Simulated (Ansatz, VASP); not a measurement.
# One calculation of AlCuC4N4, two programs

The input INCAR:

```
PREC = Accurate ; ENCUT = 520
EDIFF = 1E-6 ; ISMEAR = 0
SIGMA = 0.1 ; LREAL = False
LASPH = True ; NELM = 150
ALGO = Normal ; ISIF = 2
LWAVE = False ; LCHARG = False
ISPIN = 2 ; MAGMOM = 0 1 0 0 0 0 0 0 0 0
LORBIT = 11 ; LMAXMIX = 4
GGA = PE ; NBANDS = 40
```

The input KPOINTS:

```
regular mesh
0
Gamma
  4 4 4
```

Contents of POSCAR:

```
AlCuC4N4
1.0
    5.8306603700      0.0000000000      0.0000000000
    0.0000000000      5.8306603700      0.0000000000
    0.0000000000      0.0000000000      5.8306603700
Al Cu C N
1 1 4 4
Direct
    0.5000000000      0.5000000000      0.5000000000
    0.0000000000      0.0000000000      0.0000000000
    0.1898207700      0.1898207700      0.1898207700
    0.1898207700      0.8101792300      0.8101792300
    0.8101792300      0.1898207700      0.8101792300
    0.8101792300      0.8101792300      0.1898207700
    0.3056738300      0.3056738300      0.3056738300
    0.3056738300      0.6943261700      0.6943261700
    0.6943261700      0.3056738300      0.6943261700
    0.6943261700      0.6943261700      0.3056738300
```

Input for Ansatz:

```yaml
crystal:
  lattice:
    - [5.83066037, 0.0, 0.0]
    - [0.0, 5.83066037, 0.0]
    - [0.0, 0.0, 5.83066037]
  atoms:
    - { symbol: Al, position: [0.5, 0.5, 0.5] }
    - { symbol: Cu, position: [0.0, 0.0, 0.0], spin: 1.0 }
    - { symbol: C, position: [0.18982077, 0.18982077, 0.18982077] }
    - { symbol: C, position: [0.18982077, 0.81017923, 0.81017923] }
    - { symbol: C, position: [0.81017923, 0.18982077, 0.81017923] }
    - { symbol: C, position: [0.81017923, 0.81017923, 0.18982077] }
    - { symbol: "N", position: [0.30567383, 0.30567383, 0.30567383] }
    - { symbol: "N", position: [0.30567383, 0.69432617, 0.69432617] }
    - { symbol: "N", position: [0.69432617, 0.30567383, 0.69432617] }
    - { symbol: "N", position: [0.69432617, 0.69432617, 0.30567383] }
basis:
  ecutwfc: 420
kpoints:
  mp_grid: { grid: [4, 4, 4] }
hamiltonian:
  xc: pbe
scf:
  occupations: { method: gaussian, width: 0.1 }
  lower_state_search: "off"
output:
  forces: true
  stress: true
  eigenvalues: true
  populations: true
magnetization:
  spin_polarized: true
```

Alike in both runs: task single point; functional PBE; k mesh 4 × 4 × 4; occupations gaussian, width 0.1 eV; collinear spin.

```csv
,VASP,Ansatz
version,VASP 6.6.1,Ansatz 0.2.0
potentials or method,"VASP PAW PBE potentials, release 64 (Al, Cu, C, N), cutoff 520 eV","scalar-relativistic, plane waves, PAW"
valence electrons in the cell,50,58
```

VASP gave:

- gap on the k mesh at the Fermi level (eV): 3.98
- least direct gap on the mesh (eV): 4.06
- pressure (GPa): -2.7
- rms of the force components (eV/Å): 0.999
- net moment per atom (μB): 0.00

**Question.** What did Ansatz give for the same quantities?

**Answer.** gap on the k mesh at the Fermi level (eV): 3.97; least direct gap on the mesh (eV): 4.05; pressure (GPa): -3.1; rms of the force components (eV/Å): 0.835; net moment per atom (μB): 0.00.

Atom by atom the forces differ by 0.183 eV/Å (rms over components). VASP's potentials hold 50 valence electrons a cell and Ansatz's 58, so a difference there can come from the potentials and not from the codes. Ansatz's warnings: seeded moment not kept.

Noted on VASP's run: the standard files for N, O and F lose accuracy on very short bonds.
